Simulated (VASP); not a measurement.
# PbS (rocksalt type) (Fm-3m) in VASP: a series of runs

The runs below take PbS (rocksalt type) through single point, relaxation of cell and atoms, with PBE.

Everything below comes from runs of VASP 6.6.1. Logs are shortened: lines on timing, memory, paths and dates and some standing lists are left out, and cuts for length are marked.

### 1 The cell of the first run

It takes space group Fm-3m (No. 225, cubic). The conventional cell has a = 5.123 Å, b = 5.123 Å, c = 5.123 Å, α = 90.00°, β = 90.00°, γ = 90.00°. Pb (site symmetry m-3m) has 6 S at 2.56 Å within 3.4 Å. S (site symmetry m-3m) has 6 Pb at 2.56 Å within 3.4 Å.

### 2 Single point, PBE (volume scaled by 0.62, to set the pressure)

Contents of INCAR:

```
PREC = Accurate ; ENCUT = 520
EDIFF = 1E-6 ; ISMEAR = -1
SIGMA = 0.05 ; LREAL = False
LASPH = True ; NELM = 100
ALGO = Normal ; ISIF = 2
LWAVE = False ; LCHARG = False
GGA = PE ; NBANDS = 17
```

Contents of KPOINTS:

```
Automatic mesh
0
Gamma
  14 14 14
```

Contents of POSCAR:

```
PbS
1.0
    0.0000000000      2.5617233936      2.5617233936
    2.5617233936      0.0000000000      2.5617233936
    2.5617233936      2.5617233936      0.0000000000
Pb S
1 1
Direct
    0.0000000000      0.0000000000      0.0000000000
    0.5000000000      0.5000000000      0.5000000000
```

Potentials or basis: VASP PAW PBE potentials, release 64 (Pb_d, S).

The run is started by

```sh
> cat potpaw_PBE.64/Pb_d/POTCAR potpaw_PBE.64/S/POTCAR > POTCAR
> mpirun -np 1 vasp_std > vasp.out
```

OUTCAR:

```text
PREC = Accurate
   ENCUT = 520
   EDIFF = 1E-6
   ISMEAR = -1
   LREAL = False
   LASPH = True
   NELM = 100
   ISIF = 2
   GGA = PE

 ion  position               nearest neighbor table
   1  0.000  0.000  0.000-   2 2.56   2 2.56   2 2.56   2 2.56   2 2.56   2 2.56
   2  0.500  0.500  0.500-   1 2.56   1 2.56   1 2.56   1 2.56   1 2.56   1 2.56

  LATTYP: Found a face centered cubic cell.
 ALAT       =     5.1234467872

  Lattice vectors:

 A1 = (   0.0000000000,   2.5617233936,   2.5617233936)
 A2 = (   2.5617233936,   0.0000000000,   2.5617233936)
 A3 = (   2.5617233936,   2.5617233936,   0.0000000000)

Analysis of symmetry for initial positions (statically):
=====================================================================
 Subroutine PRICEL returns:
 Original cell was already a primitive cell.

 Routine SETGRP: Setting up the symmetry group for a
 face centered cubic supercell.

 Subroutine GETGRP returns: Found 48 space group operations
 (whereof 48 operations were pure point group operations)
 out of a pool of 48 trial point group operations.

The static configuration has the point symmetry O_h .

Analysis of symmetry for dynamics (positions and initial velocities):
=====================================================================
 Subroutine PRICEL returns:
 Original cell was already a primitive cell.

 Routine SETGRP: Setting up the symmetry group for a
 face centered cubic supercell.

 Subroutine GETGRP returns: Found 48 space group operations
 (whereof 48 operations were pure point group operations)
 out of a pool of 48 trial point group operations.

The dynamic configuration has the point symmetry O_h .

 Subroutine INISYM returns: Found 48 space group operations
 (whereof 48 operations are pure point group operations),
 and found     1 'primitive' translations

----------------------------------------------------------------------------------------

                                     Primitive cell

  volume of cell :      33.6222

  direct lattice vectors                    reciprocal lattice vectors
     0.000000000  2.561723394  2.561723394    -0.195181104  0.195181104  0.195181104
     2.561723394  0.000000000  2.561723394     0.195181104 -0.195181104  0.195181104
     2.561723394  2.561723394  0.000000000     0.195181104  0.195181104 -0.195181104

  length of vectors
     3.622823966  3.622823966  3.622823966     0.338063589  0.338063589  0.338063589

  position of ions in fractional coordinates (direct lattice)
     0.000000000  0.000000000  0.000000000
     0.500000000  0.500000000  0.500000000

  ion indices of the primitive-cell ions
   primitive index   ion index
                 1           1
                 2           2

----------------------------------------------------------------------------------------

 KPOINTS: Automatic mesh

Automatic generation of k-mesh.
 Grid dimensions read from file:
 generate k-points for:   14   14   14

 Generating k-lattice:

  Cartesian coordinates                     Fractional coordinates (reciprocal lattice)
    -0.013941507  0.013941507  0.013941507     0.071428571  0.000000000  0.000000000
     0.013941507 -0.013941507  0.013941507     0.000000000  0.071428571  0.000000000
     0.013941507  0.013941507 -0.013941507     0.000000000  0.000000000  0.071428571

  Length of vectors
     0.024147399  0.024147399  0.024147399

  Shift w.r.t. Gamma in fractional coordinates (k-lattice)
     0.000000000  0.000000000  0.000000000

 Subroutine IBZKPT returns following result:
 ===========================================

 Found    104 irreducible k-points:

 Following reciprocal coordinates:
            Coordinates               Weight
  0.000000  0.000000  0.000000      1.000000
  0.071429  0.000000  0.000000      8.000000
  0.142857  0.000000  0.000000      8.000000
  0.214286  0.000000  0.000000      8.000000
  0.285714  0.000000  0.000000      8.000000
  0.357143  0.000000  0.000000      8.000000
[... 16 lines left out ...]
  0.214286  0.142857  0.000000     24.000000
  0.285714  0.142857  0.000000     24.000000
 [... further k-points ...]
   k-points           NKPTS =    104   k-points in BZ     NKDIM =    104   number of bands    NBANDS=     17
   number of dos      NEDOS =    301   number of ions     NIONS =      2
   total plane-waves  NPLWV =  21952
   dimension x,y,z NGX =    28 NGY =   28 NGZ =   28
   dimension x,y,z NGXF=    56 NGYF=   56 NGZF=   56
   ions per type =               1   1
   NGX,Y,Z   is equivalent  to a cutoff of  12.85, 12.85, 12.85 a.u.
   NGXF,Y,Z  is equivalent  to a cutoff of  25.70, 25.70, 25.70 a.u.
 SYSTEM =  unknown system
   PREC   = accura    normal or accurate (medium, high low for compatibility)
   ISTART =      0    job   : 0-new  1-cont  2-samecut
   ICHARG =      2    charge: 1-file 2-atom 10-const
   ISPIN  =      1    spin polarized calculation?
   LNONCOLLINEAR =      F non collinear calculations
   LSORBIT =      F    spin-orbit coupling
   LASPH  =      T    aspherical Exc in radial PAW
   ENCUT  =  520.0 eV  38.22 Ry    6.18 a.u.   6.74  6.74  6.74*2*pi/ulx,y,z
   NELM   =    100;   NELMIN=  2; NELMDL= -5     # of ELM steps
   EDIFF  = 0.1E-05   stopping-criterion for ELM
   LREAL  =      F    real-space projection
   EDIFFG = 0.1E-04   stopping-criterion for IOM
   NSW    =      0    number of steps for IOM
   IBRION =     -1    ionic relax: 0-MD 1-quasi-New 2-CG
   NFREE  =      0    steps in history (QN), initial steepest desc. (CG)
   ISIF   =      2    stress and relaxation
   ISYM   =      2    0-nonsym 1-usesym 2-fastsym
   POTIM  = 0.5000    time-step for ionic-motion
   TEBEG  =    0.0;   TEEND  =   0.0 temperature during run
   PSTRESS=    0.0 pullay stress
   NELECT =      20.0000    total number of electrons
   NUPDOWN=      -1.0000    fix difference up-down
   EMIN   =  10.00;   EMAX   =-10.00  energy-range for DOS
   EFERMI =   0.00;   METHOD = LEGACY
   ISMEAR =    -1;   SIGMA  =   0.05  broadening in eV -4-tet -1-fermi 0-gaus
   EFERMI_NEDOS =   21; number of points for ismear=-14 and -15
   IALGO  =     38    algorithm
   IMIX   =      4    mixing-type and parameters
     AMIX     =   0.40;   BMIX     =  1.00
     AMIX_MAG =   1.60;   BMIX_MAG =  1.00
  volume/ion in A,a.u.               =      16.81       113.45
  Fermi-wavevector in a.u.,A,eV,Ry     =   1.376816  2.601805 25.791510  1.895623
  Thomas-Fermi vector in A             =   2.502026
   LORBIT       =      0    0 simple, 1 ext, 2 COOP (PROOUT), +10 PAW based schemes
   GGA     = PE    functional components
   LHFCALC =     F    Hartree Fock is set to
   AEXX    =    0.0000 exact exchange contribution
   IVDW    =     0    specifies the selected vdW correction
   LEPSILON=     F    determine dielectric tensor
   LRPA    =     F    only Hartree local field effects (RPA)
 non-spin polarized calculation
  energy-cutoff  :      520.00
  volume of cell :       33.62
 maximum number of plane-waves:       934
   NGX = 13   NGY = 13   NGZ = 13

 number of electron      19.9999996 magnetization

 Free energy of the ion-electron system (eV)
  ---------------------------------------------------
  ext. energy  EPLUGINS =         0.00000000
  ---------------------------------------------------
  free energy    TOTEN  =        -5.85892800 eV

  energy without entropy =       -5.85602413  energy(sigma->0) =       -5.85747607

 E-fermi :  12.6390     XC(G=0): -11.9336

 val. band max:       12.6338650731   @ k =   0.5000   0.0714   0.0000
 cond. band min:      12.6618723395   @ k =  -0.4286   0.1429   0.0714
 fundamental gap:      0.0280072665
 Fermi energy:        12.6389992736

 k-point     1 :       0.0000    0.0000    0.0000
  band No.  band energies     occupation
      1      -5.7394      2.00000
      2      -5.3622      2.00000
      3      -5.3622      2.00000
      4      -5.3543      2.00000
      5      -5.3543      2.00000
      6      -5.3543      2.00000
[... 9 lines left out ...]
     16      19.6341      0.00000
     17      19.6439      0.00000

 k-point     2 :       0.0714    0.0000    0.0000
  band No.  band energies     occupation
      1      -5.6612      2.00000
      2      -5.3710      2.00000
      3      -5.3710      2.00000
      4      -5.3548      2.00000
      5      -5.3446      2.00000
      6      -5.3446      2.00000
[... 9 lines left out ...]
     16      19.4824      0.00000
     17      20.6541      0.00000

 k-point     3 :       0.1429    0.0000    0.0000
  band No.  band energies     occupation
      1      -5.4574      2.00000
      2      -5.3979      2.00000
      3      -5.3979      2.00000
      4      -5.3277      2.00000
      5      -5.3145      2.00000
      6      -5.3145      2.00000
[... 9 lines left out ...]
     16      19.2383      0.00000
     17      22.2567      0.00000

 k-point     4 :       0.2143    0.0000    0.0000
  band No.  band energies     occupation
      1      -5.4366      2.00000
      2      -5.4366      2.00000
      3      -5.4022      2.00000
      4      -5.2703      2.00000
      5      -5.2703      2.00000
      6      -5.0066      2.00000
[... 9 lines left out ...]
     16      19.6354      0.00000
     17      24.0803      0.00000

 k-point     5 :       0.2857    0.0000    0.0000
  band No.  band energies     occupation
      1      -5.4792      2.00000
      2      -5.4792      2.00000
      3      -5.4112      2.00000
      4      -5.2208      2.00000
      5      -5.2208      2.00000
      6      -4.4947      2.00000
[... 9 lines left out ...]
     16      20.2507      0.00000
     17      26.1083      0.00000

 k-point     6 :       0.3571    0.0000    0.0000
  band No.  band energies     occupation
      1      -5.5171      2.00000
      2      -5.5171      2.00000
      3      -5.4227      2.00000
      4      -5.1756      2.00000
      5      -5.1756      2.00000
      6      -3.8987      2.00000
[... 9 lines left out ...]
     16      20.9676      0.00000
     17      27.4541      0.00000

 k-point     7 :       0.4286    0.0000    0.0000
  band No.  band energies     occupation
      1      -5.5430      2.00000
      2      -5.5430      2.00000
      3      -5.4310      2.00000
      4      -5.1439      2.00000
      5      -5.1439      2.00000
      6      -3.3389      2.00000
[... 9 lines left out ...]
     16      21.6259      0.00000
     17      25.8248      0.00000

 k-point     8 :       0.5000    0.0000    0.0000
  band No.  band energies     occupation
      1      -5.5523      2.00000
      2      -5.5523      2.00000
      3      -5.4340      2.00000
      4      -5.1326      2.00000
      5      -5.1326      2.00000
      6      -3.0800      2.00000
[... 9 lines left out ...]
     16      22.1439      0.00000
     17      24.9328      0.00000
[... 203 lines left out ...]
      1      -5.4875      2.00000
      2      -5.4639      2.00000
      3      -5.3858      2.00000
      4      -5.2698      2.00000
      5      -5.2698      2.00000
      6      -4.7141      2.00000
[... 9 lines left out ...]
     16      20.8177      0.00000
     17      24.6472      0.00000

 k-point    20 :      -0.1429    0.0714    0.0000
  band No.  band energies     occupation
      1      -5.4694      2.00000
      2      -5.4242      2.00000
      3      -5.3720      2.00000
      4      -5.3308      2.00000
      5      -5.3117      2.00000
      6      -5.1172      2.00000
[... 9 lines left out ...]
     16      20.2471      0.00000
     17      23.0761      0.00000

 k-point    21 :      -0.0714    0.0714    0.0000
  band No.  band energies     occupation
      1      -5.5568      2.00000
      2      -5.3913      2.00000
      3      -5.3691      2.00000
      4      -5.3594      2.00000
      5      -5.3380      2.00000
      6      -5.2997      2.00000
[... 9 lines left out ...]
     16      19.9873      0.00000
     17      21.7406      0.00000

 k-point    22 :       0.1429    0.1429    0.0000
  band No.  band energies     occupation
      1      -5.6559      2.00000
      2      -5.3824      2.00000
      3      -5.3397      2.00000
      4      -5.3050      2.00000
      5      -5.3050      2.00000
      6      -5.1078      2.00000
[... 9 lines left out ...]
     16      21.7005      0.00000
     17      22.2007      0.00000

 k-point    23 :       0.2143    0.1429    0.0000
  band No.  band energies     occupation
      1      -5.7111      2.00000
      2      -5.3919      2.00000
      3      -5.3505      2.00000
      4      -5.2868      2.00000
      5      -5.2632      2.00000
      6      -4.7971      2.00000
[... 9 lines left out ...]
     16      21.6583      0.00000
     17      23.5833      0.00000

 k-point    24 :       0.2857    0.1429    0.0000
  band No.  band energies     occupation
      1      -5.7481      2.00000
      2      -5.3944      2.00000
      3      -5.3817      2.00000
      4      -5.2717      2.00000
      5      -5.2108      2.00000
      6      -4.3531      2.00000
[... 9 lines left out ...]
     16      21.6109      0.00000
     17      25.1068      0.00000

 [... further k-points ...]

------------------------ aborting loop because EDIFF is reached ----------------------------------------

  FORCE on cell =-STRESS in cart. coord.  units (eV):
  Direction    XX          YY          ZZ          XY          YZ          ZX
  --------------------------------------------------------------------------------------
  -------------------------------------------------------------------------------------
  Total       14.1586366     14.1586366     14.1586366      0.0000000     -0.0000000      0.0000000
  in kB      674.6916244    674.6916244    674.6916244      0.0000000     -0.0000000      0.0000000
  external PRESSURE =     674.6916244 kB  Pullay stress =       0.0000000 kB

 VOLUME and BASIS-vectors are now :
 -----------------------------------------------------------------------------
  energy-cutoff  :      520.00
  volume of cell :       33.62
      direct lattice vectors                 reciprocal lattice vectors
     0.000000000  2.561723394  2.561723394    -0.195181104  0.195181104  0.195181104
     2.561723394  0.000000000  2.561723394     0.195181104 -0.195181104  0.195181104
     2.561723394  2.561723394  0.000000000     0.195181104  0.195181104 -0.195181104

 POSITION                                       TOTAL-FORCE (eV/Angst)
 -----------------------------------------------------------------------------------
      0.00000      0.00000      0.00000        -0.000000     -0.000000     -0.000000
      2.56172      2.56172      2.56172         0.000000      0.000000      0.000000
 -----------------------------------------------------------------------------------
    total drift:                               -0.000000      0.000000      0.000000

  FREE ENERGIE OF THE ION-ELECTRON SYSTEM (eV)
  ---------------------------------------------------
  free  energy   TOTEN  =        -5.8589280004 eV

  energy  without entropy=       -5.8560241327  energy(sigma->0) =       -5.85747607
```

Run time: 25 s. Hardware: 1 thread of Intel Xeon Platinum 8559C (Emerald Rapids), shared host; peak memory 0.19 GiB.

Results:

| Property | Result |
| --- | --- |
| Free energy | -5.8589 eV |
| Pressure | 67.5 GPa |
| Band gap on the k mesh | zero (band 10 reaches 12.74 eV, above the bottom of band 11 at 12.63 eV) |

Levels at points of the mesh, in eV from the Fermi level:
```csv
k point,band 8,band 9,band 10,band 11,band 12,band 13
"(0.00, 0.00, 0.00)",-4.45,-4.45,-4.42,5.68,5.68,5.68
"(0.50, 0.00, 0.00)",-3.34,-3.34,-0.87,0.78,0.78,1.63
"(0.50, 0.50, 0.00)",-7.83,-6.59,-6.59,1.93,7.48,7.97
```

Caveat: the cell differs from its parent crystal (volume scaled by 0.62, to set the pressure); spin-orbit coupling is left out, which moves the levels of the heavy elements.

### 3 Single point, PBE

Contents of INCAR:

```
SYSTEM = PbS
ALGO = Normal ; EDIFF = 1E-6
ENCUT = 520 ; GGA = PE
ISIF = 2 ; ISMEAR = -1
LASPH = .True. ; LCHARG = .False.
LREAL = .False. ; LWAVE = .False.
NBANDS = 17 ; NELM = 100
PREC = Accurate ; SIGMA = 0.05
```

Contents of KPOINTS:

```
k-points
0
Gamma
  14 14 14
  0 0 0
```

Contents of POSCAR:

```
PbS
1.0
    0.0000000000      2.5604714191      2.5604714191
    2.5604714191      0.0000000000      2.5604714191
    2.5604714191      2.5604714191      0.0000000000
Pb S
1 1
Direct
    0.0000000000      0.0000000000      0.0000000000
    0.5000000000      0.5000000000      0.5000000000
```

Potentials or basis: VASP PAW PBE potentials, release 64 (Pb_d, S).

The run is started by

```sh
> cat potpaw_PBE.64/Pb_d/POTCAR potpaw_PBE.64/S/POTCAR > POTCAR
> mpirun -np 1 vasp_std > vasp.out
```

It took 26 s on 1 thread of Intel Xeon Platinum 8559C (Emerald Rapids), shared host; peak memory 0.19 GiB.

The run converged. Its results:

```yaml
Free_energy: -5.8381 eV
Pressure: 67.9 GPa
Band_gap_on_the_k_mesh: zero (band 10 reaches 12.77 eV, above the bottom of band 11 at 12.66 eV)
```

Levels at points of the mesh, in eV from the Fermi level:
```tsv
k point	band 8	band 9	band 10	band 11	band 12	band 13
(0.00, 0.00, 0.00)	-4.45	-4.45	-4.41	5.68	5.68	5.68
(0.50, 0.00, 0.00)	-3.34	-3.34	-0.87	0.78	0.78	1.64
(0.50, 0.50, 0.00)	-7.83	-6.60	-6.60	1.93	7.49	7.98
```

Caveat: spin-orbit coupling is left out, which moves the levels of the heavy elements.

### 4 Single point, PBE

This run uses another cell than the first one, of 27.11 Å³/atom, 1.613 times its volume.

Contents of INCAR:

```
  ALGO = Normal
  EDIFF = 1E-6
  ENCUT = 520
  GGA = PE
  ISIF = 2
  ISMEAR = -1
  LASPH = True
  LCHARG = False
  LREAL = False
  LWAVE = False
  NBANDS = 17
  NELM = 80
  PREC = Accurate
  SIGMA = 0.05
```

Contents of KPOINTS:

```
k-points
0
Gamma
  13 13 13
```

Contents of POSCAR:

```
PbS
1.0
    0.0000000000      3.0042426299      3.0042426299
    3.0042426299      0.0000000000      3.0042426299
    3.0042426299      3.0042426299      0.0000000000
Pb S
1 1
Direct
    0.0000000000      0.0000000000      0.0000000000
    0.5000000000      0.5000000000      0.5000000000
```

The run is started by

```sh
> cat potpaw_PBE.64/Pb_d/POTCAR potpaw_PBE.64/S/POTCAR > POTCAR
> mpirun -np 1 vasp_std > vasp.out
```

Run time: 24 s. Hardware: 1 thread of Intel Xeon Platinum 8559C (Emerald Rapids), shared host; peak memory 0.21 GiB.

It converged, with:

| Quantity | Value |
| --- | --- |
| Free energy | -8.7695 eV |
| Pressure | -0.1 GPa |

Levels at points of the mesh, in eV from the Fermi level:
| k point | band 8 | band 9 | band 10 | band 11 | band 12 | band 13 |
| --- | --- | --- | --- | --- | --- | --- |
| (0.00, 0.00, 0.00) | -2.20 | -2.20 | -2.20 | 4.88 | 4.88 | 4.88 |

Caveat: this odd mesh misses L, where the gap lies, so gap, dielectric constants and Born charges aren't listed; spin-orbit coupling is left out, which moves the levels of the heavy elements.

[end of part 1 of 2]
